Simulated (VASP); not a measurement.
# H4CO in VASP: further runs, part 2 of 2

VASP 6.6.1. The steps go on from the part before.

## 4. Single point, PBE+D3(BJ)

The input, INCAR:

```
PREC = Accurate ; ENCUT = 520
EDIFF = 1E-6 ; ISMEAR = -1
SIGMA = 0.02 ; LREAL = Auto
LASPH = True ; NELM = 80
ALGO = Normal ; ISIF = 2
LWAVE = False ; LCHARG = True
GGA = PE ; IVDW = 12
LELF = True ; LVHAR = True
NBANDS = 66
```

The input, KPOINTS:

```
regular mesh
0
Gamma
  1 1 1
```

The input, POSCAR:

```
H4CO
1.0
    7.3803230000      0.0000000000      0.0000000000
    0.0000000000      7.3803230000      0.0000000000
    0.0000000000      0.0000000000      7.3803230000
C O H
6 6 24
Direct
    0.3041194809      0.9751876713      0.5402202587
    0.0946435542      0.7674731851      1.1212923879
    0.7786515577      0.2965046381      0.6736426034
    0.8550980763      0.4173801065      0.1780003396
    0.3701193024      0.1797075819      0.9420996886
    0.3770160195      0.4865776200      0.5471576244
    0.4606708948      0.8940530110      0.6208535859
    0.2691887604      0.6853223091      1.0849118663
    0.7882446337      0.1244660972      0.5650159214
    0.7988945741      0.2288788716      0.2006280755
    0.4395065094      0.1199947482      1.1209536493
    0.2264399539      0.5283779585      0.4432732822
    0.2445963408      0.8899204005      0.4407530673
    0.5594335099      0.9634402180      0.5629157423
    0.2061698384      1.0000239827      0.6553507211
    0.3381017335      1.1095584841      0.4910896176
   -0.0201075210      0.6817316803      1.0730018185
    0.3260968389      0.7431517564      0.9836154867
    0.0885733592      0.7764158832      1.2682642752
    0.0755793479      0.8940936596      1.0636797333
    0.6641850228      0.3714607071      0.6243629174
    0.8650298910      0.1678788313      0.4604676516
    0.7647361775      0.2700830302      0.8192866356
    0.9113286776      0.3687643481      0.6481152654
    0.9790492909      0.4445198401      0.2489592935
    0.6740626393      0.2237977931      0.1603046371
    0.8787013793      0.4534354391      0.0334809195
    0.7396966230      0.4876344843      0.2345832289
    0.4947615436      0.1817806619      0.8575369940
    0.3417330109      0.1437606457      1.2031722731
    0.2839035636      0.0844813974      0.8876169783
    0.3053524893      0.3189426804      0.9552020962
    0.3671519526      0.5937409514      0.6575999452
    0.2575497034      0.5129992278      0.3133738185
    0.3746583991      0.3491581602      0.6098513575
    0.4917670947      0.5236356187      0.4623239389
```

Potentials or basis: VASP PAW PBE potentials, release 64 (C, O, H).

Launch:

```console
$ cat potpaw_PBE.64/C/POTCAR potpaw_PBE.64/O/POTCAR potpaw_PBE.64/H/POTCAR > POTCAR
$ mpirun -np 1 vasp_gam > vasp.out
```

OUTCAR:

```text
PREC = Accurate
   ENCUT = 520
   EDIFF = 1E-6
   ISMEAR = -1
   LREAL = Auto
   LASPH = True
   NELM = 80
   ISIF = 2
   GGA = PE
   IVDW = 12
 IVDW          = 12

 ion  position               nearest neighbor table
   1  0.304  0.975  0.540-  13 1.06  16 1.09  15 1.13   7 1.43
   2  0.095  0.767  0.121-  20 1.04  19 1.09  17 1.12   8 1.45
   3  0.779  0.297  0.674-  21 1.07  23 1.10  24 1.13   9 1.50
   4  0.855  0.417  0.178-  25 1.07  28 1.08  27 1.11  10 1.46
   5  0.370  0.180  0.942-  31 1.03  29 1.11  32 1.14  11 1.48
   6  0.377  0.487  0.547-  36 1.09  35 1.11  33 1.14  12 1.38
   7  0.461  0.894  0.621-  14 0.99   1 1.43
   8  0.269  0.685  0.085-  18 0.96   2 1.45
   9  0.788  0.124  0.565-  22 1.01   3 1.50
  10  0.799  0.229  0.201-  26 0.97   4 1.46
  11  0.440  0.120  0.121-  30 0.96   5 1.48
  12  0.226  0.528  0.443-  34 0.99   6 1.38
  13  0.245  0.890  0.441-   1 1.06
  14  0.559  0.963  0.563-   7 0.99
  15  0.206  0.000  0.655-   1 1.13
  16  0.338  0.110  0.491-   1 1.09
  17  0.980  0.682  0.073-   2 1.12
[... 17 lines left out ...]
  35  0.375  0.349  0.610-   6 1.11
  36  0.492  0.524  0.462-   6 1.09

  LATTYP: Found a simple cubic cell.
 ALAT       =     7.3803230000

  Lattice vectors:

 A1 = (   7.3803230000,   0.0000000000,   0.0000000000)
 A2 = (   0.0000000000,   7.3803230000,   0.0000000000)
 A3 = (   0.0000000000,   0.0000000000,   7.3803230000)

Analysis of symmetry for initial positions (statically):
=====================================================================
 Subroutine PRICEL returns:
 Original cell was already a primitive cell.

 Routine SETGRP: Setting up the symmetry group for a
 simple cubic supercell.

 Subroutine GETGRP returns: Found  1 space group operations
 (whereof  1 operations were pure point group operations)
 out of a pool of 48 trial point group operations.

[... 180 lines left out ...]
  Fermi-wavevector in a.u.,A,eV,Ry     =   0.971462  1.835797 12.840345  0.943739
  Thomas-Fermi vector in A             =   2.101681
   LORBIT       =      0    0 simple, 1 ext, 2 COOP (PROOUT), +10 PAW based schemes
   GGA     = PE    functional components
   LHFCALC =     F    Hartree Fock is set to
   AEXX    =    0.0000 exact exchange contribution
   IVDW    =    12    specifies the selected vdW correction
   LEPSILON=     F    determine dielectric tensor
   LRPA    =     F    only Hartree local field effects (RPA)
 non-spin polarized calculation
  energy-cutoff  :      520.00
  volume of cell :      402.00
 maximum number of plane-waves:      5414
 NGX is ok and might be reduce to    54
   NGX = 27   NGY = 27   NGZ = 27

 number of electron      84.0000005 magnetization

 Free energy of the ion-electron system (eV)
  ---------------------------------------------------
  ext. energy  EPLUGINS =         0.00000000
  ---------------------------------------------------
  free energy    TOTEN  =      -180.87522945 eV

  energy without entropy =     -180.87522945  energy(sigma->0) =     -180.87522945

 E-fermi :  -2.4544     XC(G=0):  -6.3188

 val. band max:       -3.0194664779   @ k =   0.0000   0.0000   0.0000
 cond. band min:       1.4685260921   @ k =   0.0000   0.0000   0.0000
 fundamental gap:      4.4879925700
 Fermi energy:        -2.4543779366

 k-point     1 :       0.0000    0.0000    0.0000
  band No.  band energies     occupation
      1     -22.8476      2.00000
      2     -22.7896      2.00000
      3     -22.6206      2.00000
      4     -22.2499      2.00000
      5     -22.2199      2.00000
      6     -21.7196      2.00000
[... 46 lines left out ...]
     53       4.9386      0.00000
     54       5.1426      0.00000
 [bands above 54 left out]

------------------------ aborting loop because EDIFF is reached ----------------------------------------

 Edisp (eV)   -1.24838

 E8    (eV) :    -0.2713

  FORCE on cell =-STRESS in cart. coord.  units (eV):
  Direction    XX          YY          ZZ          XY          YZ          ZX
  --------------------------------------------------------------------------------------
  -------------------------------------------------------------------------------------
  Total       2.50579     1.98172     0.26336     0.12859    -0.48427     4.66533
  in kB       9.98688     7.89816     1.04961     0.51248    -1.93008    18.59376
  external pressure =        6.31 kB  Pullay stress =        0.00 kB

 VOLUME and BASIS-vectors are now :
 -----------------------------------------------------------------------------
  energy-cutoff  :      520.00
  volume of cell :      402.00
      direct lattice vectors                 reciprocal lattice vectors
     7.380323000  0.000000000  0.000000000     0.135495425  0.000000000  0.000000000
     0.000000000  7.380323000  0.000000000     0.000000000  0.135495425  0.000000000
     0.000000000  0.000000000  7.380323000     0.000000000  0.000000000  0.135495425

 POSITION                                       TOTAL-FORCE (eV/Angst)
 -----------------------------------------------------------------------------------
      2.24450      7.19720      3.98700        -0.294223      0.562747      2.356769
      0.69850      5.66420      0.89518         0.109968     -2.222725      0.654223
      5.74670      2.18830      4.97170         1.563111     -1.085288     -0.823678
      6.31090      3.08040      1.31370        -1.090222     -1.234083     -0.790163
      2.73160      1.32630      6.95300         2.371203      2.257796      1.560769
      2.78250      3.59110      4.03820         0.109081      1.532102      1.656845
[... 28 lines left out ...]
      2.76510      2.57690      4.50090         0.181076      0.252478     -0.500711
      3.62940      3.86460      3.41210         0.891838     -0.472380      0.377482
 -----------------------------------------------------------------------------------
    total drift:                                0.013334      0.009823     -0.013912

  FREE ENERGIE OF THE ION-ELECTRON SYSTEM (eV)
  ---------------------------------------------------
  free  energy   TOTEN  =      -182.1236051990 eV

  energy  without entropy=     -182.1236051990  energy(sigma->0) =     -182.12360520
```

Wall time 59 s (1 thread of Intel Xeon Platinum 8259CL at 2.50GHz (Skylake/Cascade Lake), shared host); peak memory 0.39 GiB.

Results:

- Free energy: -182.1236 eV
- Pressure: 0.6 GPa
- Largest force: 3.627 eV/Å
- Band gap on the k mesh: 4.49 eV
- Dispersion energy per atom: -0.035 eV

Forces on the atoms (eV/Å):
```
C   -0.294  0.563  2.357
C    0.110 -2.223  0.654
C    1.563 -1.085 -0.824
C   -1.090 -1.234 -0.790
C    2.371  2.258  1.561
C    0.109  1.532  1.657
O    0.408  0.545 -0.724
O   -0.653 -0.394  0.389
O    0.865  1.519  0.358
O    1.573  0.370 -0.327
O   -0.104  0.337 -1.138
O   -1.762 -0.458 -1.974
H   -0.486 -0.604 -0.848
H    0.434 -0.499  0.559
H    0.096 -0.242 -0.913
H    0.013  0.385 -0.441
H    0.558  0.296  0.078
H    0.314  0.316 -0.588
H   -0.363  0.116  0.217
H    0.036  2.193 -0.956
H   -0.324  0.649 -0.074
H   -1.259 -0.908  0.439
H    0.047 -0.394 -0.097
H   -0.947 -0.069  0.321
H    0.418 -0.121  0.671
H   -0.687 -0.487  0.059
H   -0.262 -0.180  0.294
H    0.023  1.244  0.091
H   -0.659  0.252  0.134
H   -0.399 -0.077  0.679
H   -1.741 -1.622 -0.772
H    0.485 -0.960 -0.283
H    0.705 -1.090 -0.335
H   -0.173  0.291  0.689
H    0.181  0.252 -0.501
H    0.892 -0.472  0.377
```

Stress tensor (GPa, compression positive):
```
 1.00  0.05  1.86
 0.05  0.79 -0.19
 1.86 -0.19  0.10
```

Caveat: the k points lie up to 0.85 Å⁻¹ apart.

## 5. Overview

| cell | gap on the mesh (eV) | pressure (GPa) | largest force (eV/Å) |
| --- | --- | --- | --- |
| as given, atomic positions A | 4.46 | -1.5 | 3.58 |
| as given, atomic positions B | 4.70 | -0.6 | 4.03 |
| as given, atomic positions C | 4.49 | 0.6 | 3.63 |

Alike in all rows: task single point; level PBE+D3(BJ); potentials or basis VASP PAW PBE potentials, release 64 (C, O, H); no spin polarisation; k mesh 1 × 1 × 1; cutoff (eV) 520; smearing fermi-dirac 0.02 eV.

Caveats: all runs use coarse meshes.

Absolute energies hang on the potentials; compare differences alone.
